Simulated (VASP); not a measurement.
**Sc: single point with r2SCAN**

Sc:

```
CELL_PARAMETERS angstrom
4.14528 0.00000 0.00000
-2.07264 3.58992 0.00000
0.00000 0.00000 6.83971
ATOMIC_POSITIONS crystal
Sc 0.33333 0.66667 0.43750
Sc 0.66667 0.33333 0.93750
Sc 0.66667 0.33333 0.56250
Sc 0.33333 0.66667 0.06250
```

| Property | Result |
| --- | --- |
| Program | VASP 6.6.1 |
| Task | single point |
| Functional | r2SCAN |
| Potentials or basis | VASP PAW PBE potentials, release 64 (Sc_sv) |
| Cutoff | 520 eV |
| k mesh | 6 × 6 × 4 |
| Occupations | gaussian, width 0.1 eV |
| Spin | no spin polarisation |

```
Pressure               : 2.4 GPa
Largest force          : 0.329 eV/Å
Band gap on the k mesh : zero (band 22 reaches 3.73 eV, above the bottom of band 23 at 3.20 eV)
```

Forces on the atoms (eV/Å):
```
Sc   0.000  0.000  0.329
Sc   0.000  0.000  0.329
Sc   0.000  0.000 -0.329
Sc   0.000  0.000 -0.329
```

Stress tensor (GPa, compression positive):
```
3.44 0.00 0.00
0.00 3.44 0.00
0.00 0.00 0.25
```

Levels at points of the mesh, in eV from the Fermi level:
```tsv
k point	band 19	band 20	band 21	band 22	band 23	band 24	band 25	band 26
(0.00, 0.00, 0.00)	-1.76	-1.05	-1.05	-0.06	-0.06	0.16	0.22	0.22
(0.50, 0.00, 0.00)	-1.76	-1.61	-0.74	-0.57	0.23	0.40	0.49	0.75
(0.00, 0.00, 0.50)	-0.50	-0.50	-0.50	-0.50	0.32	0.32	0.32	0.32
(0.50, 0.00, 0.50)	-1.72	-1.72	-0.37	-0.37	0.12	0.12	0.48	0.48
```

Run time: 3.9 min on 1 thread of Intel(R) Xeon(R) 6975P-C (Granite Rapids), on a shared host, peak memory 0.24 GiB.

Caveat: the PAW data sets were made with another functional, which shifts forces and pressure a little.
